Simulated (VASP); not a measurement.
# Sr2P (P4/nmm) in VASP: single point with PBE

Aim: the single point of Sr2P with PBE.

Program: VASP 6.6.1. These are calculated values, not measurements. Logs are shortened: lines on timing, memory, paths and dates and some standing lists are left out, and cuts for length are marked.

### 1 The cell of the first run

It takes space group P4/nmm (No. 129, tetragonal). Conventional cell: a = 4.723 Å, b = 4.723 Å, c = 8.380 Å, α = 90.00°, β = 90.00°, γ = 90.00°. Sr (site symmetry -4m2) has 4 P at 3.23 Å and 8 Sr at 3.34 to 3.89 Å within 4.3 Å. Sr (site symmetry 4mm) has 5 P at 3.09 to 3.45 Å and 8 Sr at 3.89 to 4.00 Å within 4.1 Å. Within 4.1 Å of P (site symmetry 4mm) lie 9 Sr at 3.09 to 3.45 Å.

### 2 Single point, PBE

Input file INCAR:

```
PREC = Accurate ; ENCUT = 520
EDIFF = 1E-7 ; ISMEAR = 0
SIGMA = 0.1 ; LREAL = False
LASPH = True ; NELM = 100
ALGO = Normal ; ISIF = 2
LWAVE = False ; LCHARG = False
GGA = PE ; NBANDS = 34
```

Input file KPOINTS:

```
Automatic mesh
0
Gamma
  8 8 6
```

Input file POSCAR:

```
Sr2P
1.0
    4.7232789666      0.0000000000      0.0000000000
    0.0000000000      4.7232789666      0.0000000000
    0.0000000000      0.0000000000      8.3804210911
Sr P
4 2
Direct
    0.0000000000      0.0000000000      0.0000000000
    0.5000000000      0.5000000000      0.0000000000
    0.5000000000      0.0000000000      0.6313737441
    0.0000000000      0.5000000000      0.3686262559
    0.5000000000      0.0000000000      0.2630887691
    0.0000000000      0.5000000000      0.7369112309
```

Potentials or basis: VASP PAW PBE potentials, release 64 (Sr_sv, P).

Launch:

```bash
cat potpaw_PBE.64/Sr_sv/POTCAR potpaw_PBE.64/P/POTCAR > POTCAR
mpirun -np 1 vasp_std > vasp.out
```

OUTCAR:

```text
PREC = Accurate
   ENCUT = 520
   EDIFF = 1E-7
   ISMEAR = 0
   LREAL = False
   LASPH = True
   NELM = 100
   ISIF = 2
   GGA = PE

 ion  position               nearest neighbor table
   1  0.000  0.000  0.000-   5 3.23   6 3.23   6 3.23   5 3.23   2 3.34   2 3.34   2 3.34   2 3.34
                             3 3.89   3 3.89   4 3.89   4 3.89
   2  0.500  0.500  0.000-   5 3.23   6 3.23   5 3.23   6 3.23   1 3.34   1 3.34   1 3.34   1 3.34
                             3 3.89   4 3.89   3 3.89   4 3.89
   3  0.500  0.000  0.631-   5 3.09   6 3.45   6 3.45   6 3.45   6 3.45   1 3.89   1 3.89   2 3.89
                             2 3.89   4 4.00   4 4.00   4 4.00   4 4.00
   4  0.000  0.500  0.369-   6 3.09   5 3.45   5 3.45   5 3.45   5 3.45   1 3.89   2 3.89   2 3.89
                             1 3.89   3 4.00   3 4.00   3 4.00   3 4.00
   5  0.500  0.000  0.263-   3 3.09   2 3.23   1 3.23   2 3.23   1 3.23   4 3.45   4 3.45   4 3.45
                             4 3.45
   6  0.000  0.500  0.737-   4 3.09   2 3.23   1 3.23   1 3.23   2 3.23   3 3.45   3 3.45   3 3.45
                             3 3.45

  LATTYP: Found a simple tetragonal cell.
 ALAT       =     4.7232789666
 C/A-ratio  =     1.7742803570

  Lattice vectors:

 A1 = (   4.7232789666,   0.0000000000,   0.0000000000)
 A2 = (   0.0000000000,   4.7232789666,   0.0000000000)
 A3 = (   0.0000000000,   0.0000000000,   8.3804210911)

Analysis of symmetry for initial positions (statically):
=====================================================================
 Subroutine PRICEL returns:
 Original cell was already a primitive cell.

 Routine SETGRP: Setting up the symmetry group for a
 simple tetragonal supercell.

 Subroutine GETGRP returns: Found 16 space group operations
 (whereof  8 operations were pure point group operations)
 out of a pool of 16 trial point group operations.

The static configuration has the point symmetry D_2d.
 The point group associated with its full space group is D_4h.

Analysis of symmetry for dynamics (positions and initial velocities):
=====================================================================
 Subroutine PRICEL returns:
 Original cell was already a primitive cell.

 Routine SETGRP: Setting up the symmetry group for a
 simple tetragonal supercell.

 Subroutine GETGRP returns: Found 16 space group operations
 (whereof  8 operations were pure point group operations)
 out of a pool of 16 trial point group operations.

The dynamic configuration has the point symmetry D_2d.
 The point group associated with its full space group is D_4h.

 Subroutine INISYM returns: Found 16 space group operations
 (whereof  8 operations are pure point group operations),
 and found     1 'primitive' translations

----------------------------------------------------------------------------------------

                                     Primitive cell

  volume of cell :     186.9619

  direct lattice vectors                    reciprocal lattice vectors
     4.723278967  0.000000000  0.000000000     0.211717328  0.000000000  0.000000000
     0.000000000  4.723278967  0.000000000     0.000000000  0.211717328  0.000000000
     0.000000000  0.000000000  8.380421091     0.000000000  0.000000000  0.119325746

  length of vectors
     4.723278967  4.723278967  8.380421091     0.211717328  0.211717328  0.119325746

  position of ions in fractional coordinates (direct lattice)
     0.000000000  0.000000000  0.000000000
     0.500000000  0.500000000  0.000000000
     0.500000000  0.000000000  0.631373744
     0.000000000  0.500000000  0.368626256
     0.500000000  0.000000000  0.263088769
     0.000000000  0.500000000  0.736911231

  ion indices of the primitive-cell ions
   primitive index   ion index
                 1           1
                 2           2
                 3           3
                 4           4
                 5           5
                 6           6

----------------------------------------------------------------------------------------

 KPOINTS: Automatic mesh

Automatic generation of k-mesh.
 Grid dimensions read from file:
 generate k-points for:    8    8    6

 Generating k-lattice:

  Cartesian coordinates                     Fractional coordinates (reciprocal lattice)
     0.026464666  0.000000000  0.000000000     0.125000000  0.000000000  0.000000000
     0.000000000  0.026464666  0.000000000     0.000000000  0.125000000  0.000000000
     0.000000000  0.000000000  0.019887624     0.000000000  0.000000000  0.166666667

  Length of vectors
     0.026464666  0.026464666  0.019887624

  Shift w.r.t. Gamma in fractional coordinates (k-lattice)
     0.000000000  0.000000000  0.000000000

 Subroutine IBZKPT returns following result:
 ===========================================

 Found     60 irreducible k-points:

 Following reciprocal coordinates:
            Coordinates               Weight
  0.000000  0.000000  0.000000      1.000000
  0.125000  0.000000  0.000000      4.000000
  0.250000  0.000000  0.000000      4.000000
  0.375000  0.000000  0.000000      4.000000
  0.500000  0.000000  0.000000      2.000000
  0.125000  0.125000  0.000000      4.000000
[... 16 lines left out ...]
  0.375000  0.125000  0.166667     16.000000
  0.500000  0.125000  0.166667      8.000000
 [... further k-points ...]
   k-points           NKPTS =     60   k-points in BZ     NKDIM =     60   number of bands    NBANDS=     34
   number of dos      NEDOS =    301   number of ions     NIONS =      6
   total plane-waves  NPLWV =  82944
   dimension x,y,z NGX =    36 NGY =   36 NGZ =   64
   dimension x,y,z NGXF=    72 NGYF=   72 NGZF=  128
   ions per type =               4   2
   NGX,Y,Z   is equivalent  to a cutoff of  12.67, 12.67, 12.70 a.u.
   NGXF,Y,Z  is equivalent  to a cutoff of  25.34, 25.34, 25.39 a.u.
 SYSTEM =  unknown system
   PREC   = accura    normal or accurate (medium, high low for compatibility)
   ISTART =      0    job   : 0-new  1-cont  2-samecut
   ICHARG =      2    charge: 1-file 2-atom 10-const
   ISPIN  =      1    spin polarized calculation?
   LNONCOLLINEAR =      F non collinear calculations
   LSORBIT =      F    spin-orbit coupling
   LASPH  =      T    aspherical Exc in radial PAW
   ENCUT  =  520.0 eV  38.22 Ry    6.18 a.u.   8.78  8.78 15.58*2*pi/ulx,y,z
   NELM   =    100;   NELMIN=  2; NELMDL= -5     # of ELM steps
   EDIFF  = 0.1E-06   stopping-criterion for ELM
   LREAL  =      F    real-space projection
   EDIFFG = 0.1E-05   stopping-criterion for IOM
   NSW    =      0    number of steps for IOM
   IBRION =     -1    ionic relax: 0-MD 1-quasi-New 2-CG
   NFREE  =      0    steps in history (QN), initial steepest desc. (CG)
   ISIF   =      2    stress and relaxation
   ISYM   =      2    0-nonsym 1-usesym 2-fastsym
   POTIM  = 0.5000    time-step for ionic-motion
   TEBEG  =    0.0;   TEEND  =   0.0 temperature during run
   PSTRESS=    0.0 pullay stress
   NELECT =      50.0000    total number of electrons
   NUPDOWN=      -1.0000    fix difference up-down
   EMIN   =  10.00;   EMAX   =-10.00  energy-range for DOS
   EFERMI =   0.00;   METHOD = LEGACY
   ISMEAR =     0;   SIGMA  =   0.10  broadening in eV -4-tet -1-fermi 0-gaus
   EFERMI_NEDOS =   21; number of points for ismear=-14 and -15
   IALGO  =     38    algorithm
   IMIX   =      4    mixing-type and parameters
     AMIX     =   0.40;   BMIX     =  1.00
     AMIX_MAG =   1.60;   BMIX_MAG =  1.00
  volume/ion in A,a.u.               =      31.16       210.28
  Fermi-wavevector in a.u.,A,eV,Ry     =   1.054744  1.993178 15.136282  1.112485
  Thomas-Fermi vector in A             =   2.189916
   LORBIT       =      0    0 simple, 1 ext, 2 COOP (PROOUT), +10 PAW based schemes
   GGA     = PE    functional components
   LHFCALC =     F    Hartree Fock is set to
   AEXX    =    0.0000 exact exchange contribution
   IVDW    =     0    specifies the selected vdW correction
   LEPSILON=     F    determine dielectric tensor
   LRPA    =     F    only Hartree local field effects (RPA)
 non-spin polarized calculation
 Gauss-broadening in eV      SIGMA  =   0.10
  energy-cutoff  :      520.00
  volume of cell :      186.96
 maximum number of plane-waves:      5063
 NGX is ok and might be reduce to    36
   NGX = 17   NGY = 17   NGZ = 31

 number of electron      50.0000002 magnetization

 Free energy of the ion-electron system (eV)
  ---------------------------------------------------
  ext. energy  EPLUGINS =         0.00000000
  ---------------------------------------------------
  free energy    TOTEN  =       -21.28393382 eV

  energy without entropy =      -21.22997417  energy(sigma->0) =      -21.25695399

 E-fermi :   3.8263     XC(G=0):  -8.8222

 val. band max:        3.8225603056   @ k =   0.2500   0.1250   0.5000
 cond. band min:       3.8269660873   @ k =   0.2500   0.1250   0.0000
 fundamental gap:      0.0044057817
 Fermi energy:         3.8263359857

 k-point     1 :       0.0000    0.0000    0.0000
  band No.  band energies     occupation
      1     -32.5034      2.00000
      2     -32.4792      2.00000
      3     -32.2598      2.00000
      4     -32.0669      2.00000
      5     -14.7208      2.00000
      6     -14.7208      2.00000
[... 26 lines left out ...]
     33       6.3187      0.00000
     34       6.4578      0.00000

 k-point     2 :       0.1250    0.0000    0.0000
  band No.  band energies     occupation
      1     -32.5022      2.00000
      2     -32.4799      2.00000
      3     -32.2525      2.00000
      4     -32.0742      2.00000
      5     -14.7012      2.00000
      6     -14.6944      2.00000
[... 26 lines left out ...]
     33       6.1581      0.00000
     34       6.2720      0.00000
[... 775 lines left out ...]
     33       6.5250      0.00000
     34       6.8873      0.00000

 k-point    24 :       0.5000    0.1250    0.1667
  band No.  band energies     occupation
      1     -32.4895      2.00000
      2     -32.4895      2.00000
      3     -32.1631      2.00000
      4     -32.1631      2.00000
      5     -14.6459      2.00000
      6     -14.6459      2.00000
[... 26 lines left out ...]
     33       6.6125      0.00000
     34       6.6125      0.00000

 [... further k-points ...]

------------------------ aborting loop because EDIFF is reached ----------------------------------------

  FORCE on cell =-STRESS in cart. coord.  units (eV):
  Direction    XX          YY          ZZ          XY          YZ          ZX
  --------------------------------------------------------------------------------------
  -------------------------------------------------------------------------------------
  Total        0.1224569      0.1224569      0.1362678      0.0000000      0.0000000      0.0000000
  in kB        1.0493991      1.0493991      1.1677523      0.0000000      0.0000000      0.0000000
  external PRESSURE =       1.0888502 kB  Pullay stress =       0.0000000 kB

 VOLUME and BASIS-vectors are now :
 -----------------------------------------------------------------------------
  energy-cutoff  :      520.00
  volume of cell :      186.96
      direct lattice vectors                 reciprocal lattice vectors
     4.723278967  0.000000000  0.000000000     0.211717328  0.000000000  0.000000000
     0.000000000  4.723278967  0.000000000     0.000000000  0.211717328  0.000000000
     0.000000000  0.000000000  8.380421091     0.000000000  0.000000000  0.119325746

 POSITION                                       TOTAL-FORCE (eV/Angst)
 -----------------------------------------------------------------------------------
      0.00000      0.00000      0.00000        -0.000000      0.000000      0.000000
      2.36164      2.36164      0.00000         0.000000     -0.000000      0.000000
      2.36164      0.00000      5.29118         0.000000      0.000000     -0.001122
      0.00000      2.36164      3.08924        -0.000000      0.000000      0.001122
      2.36164      0.00000      2.20479         0.000000      0.000000      0.001346
      0.00000      2.36164      6.17563        -0.000000     -0.000000     -0.001346
 -----------------------------------------------------------------------------------
    total drift:                                0.000000      0.000000      0.000000

  FREE ENERGIE OF THE ION-ELECTRON SYSTEM (eV)
  ---------------------------------------------------
  free  energy   TOTEN  =       -21.2839338192 eV

  energy  without entropy=      -21.2299741698  energy(sigma->0) =      -21.25695399
```

It took 2.5 min on 1 thread of Intel Xeon 6975P-C (Granite Rapids), shared host; peak memory 0.45 GiB.

What came out:

```yaml
Free_energy: -21.2839 eV
Pressure: 0.1 GPa
Band_gap_on_the_k_mesh: zero (bands 25 and 26 overlap by 0.98 eV)
```
